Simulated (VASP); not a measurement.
# MgH2 (Fm-3m) in VASP: notebook, part 2 of 2

VASP 6.6.1. The steps go on from the part before.

## 3. Single point, r2SCAN

POSCAR

```
MgH2
1.0
    0.0000000000      2.3649613284      2.3649613284
    2.3649613284      0.0000000000      2.3649613284
    2.3649613284      2.3649613284      0.0000000000
Mg H
1 2
Direct
    0.0000000000      0.0000000000      0.0000000000
    0.2500000000      0.2500000000      0.2500000000
    0.7500000000      0.7500000000      0.7500000000
```

INCAR.step1

```
SYSTEM = MgH2
  PREC = Accurate
  ENCUT = 520
  ISMEAR = -1
  SIGMA = 0.02
  LREAL = .FALSE.
  LASPH = .TRUE.
  NELM = 100
  NBANDS = 9
  GGA = PE
  ALGO = Normal
  EDIFF = 1E-4
  LWAVE = .TRUE.
  LCHARG = .FALSE.
```

INCAR.step2

```
SYSTEM = MgH2
  PREC = Accurate
  ENCUT = 520
  EDIFF = 1E-6
  ISMEAR = -1
  SIGMA = 0.02
  LREAL = .FALSE.
  LASPH = .TRUE.
  NELM = 100
  ALGO = Normal
  ISIF = 2
  LWAVE = .FALSE.
  LCHARG = .TRUE.
  METAGGA = R2SCAN
  LMIXTAU = .TRUE.
  LELF = .TRUE.
  LVHAR = .TRUE.
  NBANDS = 9
  ISTART = 1
```

KPOINTS

```
Automatic mesh
0
G
  8 8 8
  0 0 0
```

Potentials or basis: VASP PAW PBE potentials, release 64 (Mg, H).

Launch:

```console
$ cat potpaw_PBE.64/Mg/POTCAR potpaw_PBE.64/H/POTCAR > POTCAR
$ cp INCAR.step1 INCAR
$ mpirun -np 1 vasp_std > vasp.out
$ cp INCAR.step2 INCAR
$ mpirun -np 1 vasp_std > vasp.out
```

OUTCAR:

```text
SYSTEM = MgH2
   PREC = Accurate
   ENCUT = 520
   EDIFF = 1E-6
   ISMEAR = -1
   LREAL = .FALSE.
   LASPH = .TRUE.
   NELM = 100
   ISIF = 2
   METAGGA = R2SCAN
   ISTART = 1

 ion  position               nearest neighbor table
   1  0.000  0.000  0.000-   2 2.05   3 2.05   3 2.05   3 2.05   3 2.05   2 2.05   2 2.05   2 2.05

   2  0.250  0.250  0.250-   1 2.05   1 2.05   1 2.05   1 2.05
   3  0.750  0.750  0.750-   1 2.05   1 2.05   1 2.05   1 2.05

  LATTYP: Found a face centered cubic cell.
 ALAT       =     4.7299226568

  Lattice vectors:

 A1 = (   0.0000000000,   2.3649613284,   2.3649613284)
 A2 = (   2.3649613284,   0.0000000000,   2.3649613284)
 A3 = (   2.3649613284,   2.3649613284,   0.0000000000)

Analysis of symmetry for initial positions (statically):
=====================================================================
 Subroutine PRICEL returns:
 Original cell was already a primitive cell.

 Routine SETGRP: Setting up the symmetry group for a
 face centered cubic supercell.

 Subroutine GETGRP returns: Found 48 space group operations
 (whereof 48 operations were pure point group operations)
 out of a pool of 48 trial point group operations.

The static configuration has the point symmetry O_h .

Analysis of symmetry for dynamics (positions and initial velocities):
=====================================================================
 Subroutine PRICEL returns:
 Original cell was already a primitive cell.

 Routine SETGRP: Setting up the symmetry group for a
 face centered cubic supercell.

 Subroutine GETGRP returns: Found 48 space group operations
 (whereof 48 operations were pure point group operations)
 out of a pool of 48 trial point group operations.

The dynamic configuration has the point symmetry O_h .

 Subroutine INISYM returns: Found 48 space group operations
 (whereof 48 operations are pure point group operations),
 and found     1 'primitive' translations

----------------------------------------------------------------------------------------

                                     Primitive cell

  volume of cell :      26.4547

  direct lattice vectors                    reciprocal lattice vectors
     0.000000000  2.364961328  2.364961328    -0.211419948  0.211419948  0.211419948
     2.364961328  0.000000000  2.364961328     0.211419948 -0.211419948  0.211419948
     2.364961328  2.364961328  0.000000000     0.211419948  0.211419948 -0.211419948

  length of vectors
     3.344560385  3.344560385  3.344560385     0.366190091  0.366190091  0.366190091

  position of ions in fractional coordinates (direct lattice)
     0.000000000  0.000000000  0.000000000
     0.250000000  0.250000000  0.250000000
     0.750000000  0.750000000  0.750000000

  ion indices of the primitive-cell ions
   primitive index   ion index
                 1           1
                 2           2
                 3           3

----------------------------------------------------------------------------------------

 KPOINTS: Automatic mesh

Automatic generation of k-mesh.
 Grid dimensions read from file:
 generate k-points for:    8    8    8

 Generating k-lattice:

[... 23 lines left out ...]
  0.125000  0.125000  0.000000      6.000000
[... 16 lines left out ...]
  0.500000  0.250000  0.125000     48.000000
 -0.375000  0.250000  0.125000     24.000000
 [... further k-points ...]
   k-points           NKPTS =     29   k-points in BZ     NKDIM =     29   number of bands    NBANDS=      9
   number of dos      NEDOS =    301   number of ions     NIONS =      3
   total plane-waves  NPLWV =  21952
   dimension x,y,z NGX =    28 NGY =   28 NGZ =   28
   dimension x,y,z NGXF=    56 NGYF=   56 NGZF=   56
   ions per type =               1   2
   NGX,Y,Z   is equivalent  to a cutoff of  13.92, 13.92, 13.92 a.u.
   NGXF,Y,Z  is equivalent  to a cutoff of  27.84, 27.84, 27.84 a.u.
 SYSTEM =  MgH2
   PREC   = accura    normal or accurate (medium, high low for compatibility)
   ISTART =      1    job   : 0-new  1-cont  2-samecut
   ICHARG =      0    charge: 1-file 2-atom 10-const
   ISPIN  =      1    spin polarized calculation?
   LNONCOLLINEAR =      F non collinear calculations
   LSORBIT =      F    spin-orbit coupling
   LASPH  =      T    aspherical Exc in radial PAW
   ENCUT  =  520.0 eV  38.22 Ry    6.18 a.u.   6.22  6.22  6.22*2*pi/ulx,y,z
   NELM   =    100;   NELMIN=  2; NELMDL=  0     # of ELM steps
   EDIFF  = 0.1E-05   stopping-criterion for ELM
   LREAL  =      F    real-space projection
   EDIFFG = 0.1E-04   stopping-criterion for IOM
   NSW    =      0    number of steps for IOM
   IBRION =     -1    ionic relax: 0-MD 1-quasi-New 2-CG
   NFREE  =      0    steps in history (QN), initial steepest desc. (CG)
   ISIF   =      2    stress and relaxation
   ISYM   =      2    0-nonsym 1-usesym 2-fastsym
   POTIM  = 0.5000    time-step for ionic-motion
   TEBEG  =    0.0;   TEEND  =   0.0 temperature during run
   PSTRESS=    0.0 pullay stress
   NELECT =       4.0000    total number of electrons
   NUPDOWN=      -1.0000    fix difference up-down
   EMIN   =  10.00;   EMAX   =-10.00  energy-range for DOS
   EFERMI =   0.00;   METHOD = LEGACY
   ISMEAR =    -1;   SIGMA  =   0.02  broadening in eV -4-tet -1-fermi 0-gaus
   EFERMI_NEDOS =   21; number of points for ismear=-14 and -15
   IALGO  =     38    algorithm
   IMIX   =      4    mixing-type and parameters
     AMIX     =   0.40;   BMIX     =  1.00
     AMIX_MAG =   1.60;   BMIX_MAG =  1.00
  volume/ion in A,a.u.               =       8.82        59.51
  Fermi-wavevector in a.u.,A,eV,Ry     =   0.872156  1.648136 10.349352  0.760656
  Thomas-Fermi vector in A             =   1.991365
   LORBIT       =      0    0 simple, 1 ext, 2 COOP (PROOUT), +10 PAW based schemes
   METAGGA = R2SCAN    functional components
   LHFCALC =     F    Hartree Fock is set to
   AEXX    =    0.0000 exact exchange contribution
   IVDW    =     0    specifies the selected vdW correction
   LEPSILON=     F    determine dielectric tensor
   LRPA    =     F    only Hartree local field effects (RPA)
 non-spin polarized calculation
  energy-cutoff  :      520.00
  volume of cell :       26.45
 maximum number of plane-waves:       725
 NGX is ok and might be reduce to    28
   NGX = 13   NGY = 13   NGZ = 13

 number of electron       4.0000000 magnetization

 Free energy of the ion-electron system (eV)
  ---------------------------------------------------
  ext. energy  EPLUGINS =         0.00000000
  ---------------------------------------------------
  free energy    TOTEN  =       -11.52218759 eV

  energy without entropy =      -11.52181835  energy(sigma->0) =      -11.52200297

 E-fermi :   3.2681     XC(G=0):  -9.3441

 val. band max:        3.2461448743   @ k =   0.1250   0.0000   0.0000
 cond. band min:       3.3991273517   @ k =  -0.3750   0.5000   0.1250
 fundamental gap:      0.1529824774
 Fermi energy:         3.2680661147

 k-point     1 :       0.0000    0.0000    0.0000
  band No.  band energies     occupation
      1      -7.4307      2.00000
      2       3.9294      0.00000
      3      12.8618      0.00000
      4      12.8618      0.00000
      5      12.8618      0.00000
      6      16.1176      0.00000
      7      16.1176      0.00000
      8      16.1176      0.00000
      9      16.7321      0.00000
[... 265 lines left out ...]
 k-point    24 :      -0.3750    0.2500    0.1250
  band No.  band energies     occupation
      1      -2.4519      2.00000
      2      -2.4228      2.00000
      3       6.5324      0.00000
      4       7.2550      0.00000
      5      12.6926      0.00000
      6      12.7184      0.00000
      7      18.4660      0.00000
      8      18.8060      0.00000
      9      20.2382      0.00000

 [... further k-points ...]

------------------------ aborting loop because EDIFF is reached ----------------------------------------

  FORCE on cell =-STRESS in cart. coord.  units (eV):
  Direction    XX          YY          ZZ          XY          YZ          ZX
  --------------------------------------------------------------------------------------
  -------------------------------------------------------------------------------------
  Total       -0.1024270     -0.1024270     -0.1024270      0.0000000      0.0000000      0.0000000
  in kB       -6.2033026     -6.2033026     -6.2033026      0.0000000      0.0000000      0.0000000
  external PRESSURE =      -6.2033026 kB  Pullay stress =       0.0000000 kB

 VOLUME and BASIS-vectors are now :
 -----------------------------------------------------------------------------
  energy-cutoff  :      520.00
  volume of cell :       26.45
      direct lattice vectors                 reciprocal lattice vectors
     0.000000000  2.364961328  2.364961328    -0.211419948  0.211419948  0.211419948
     2.364961328  0.000000000  2.364961328     0.211419948 -0.211419948  0.211419948
     2.364961328  2.364961328  0.000000000     0.211419948  0.211419948 -0.211419948

 POSITION                                       TOTAL-FORCE (eV/Angst)
 -----------------------------------------------------------------------------------
      0.00000      0.00000      0.00000        -0.000000      0.000000      0.000000
      1.18248      1.18248      1.18248         0.000000     -0.000000      0.000000
      3.54744      3.54744      3.54744        -0.000000     -0.000000     -0.000000
 -----------------------------------------------------------------------------------
    total drift:                                0.000000      0.000000      0.000000

  FREE ENERGIE OF THE ION-ELECTRON SYSTEM (eV)
  ---------------------------------------------------
  free  energy   TOTEN  =       -11.5221875902 eV

  energy  without entropy=      -11.5218183509  energy(sigma->0) =      -11.52200297
```

Wall time 67 s (1 thread of Intel Xeon Platinum 8259CL at 2.50GHz (Skylake/Cascade Lake), shared host); peak memory 0.16 GiB.

What came out:

| Quantity | Value |
| --- | --- |
| Free energy | -11.5222 eV |
| Pressure | -0.6 GPa |
| Band gap on the k mesh | zero (bands 2 and 3 overlap by 0.94 eV) |

Levels at points of the mesh, in eV from the Fermi level:
| k point | band 1 | band 2 | band 3 | band 4 | band 5 | band 6 |
| --- | --- | --- | --- | --- | --- | --- |
| (0.00, 0.00, 0.00) | -10.70 | 0.66 | 9.59 | 9.59 | 9.59 | 12.85 |
| (0.50, 0.00, 0.00) | -6.25 | -6.18 | 7.10 | 7.92 | 9.39 | 9.39 |
| (0.50, 0.50, 0.00) | -6.35 | -2.84 | -0.28 | 4.93 | 4.93 | 8.70 |

Caveat: the structure was generated, so it needn't be the stable form of MgH2; the PAW data sets were made with another functional, which shifts forces and pressure a little.

The gap in the log of VASP goes by the Fermi energy; the results here count the filled bands.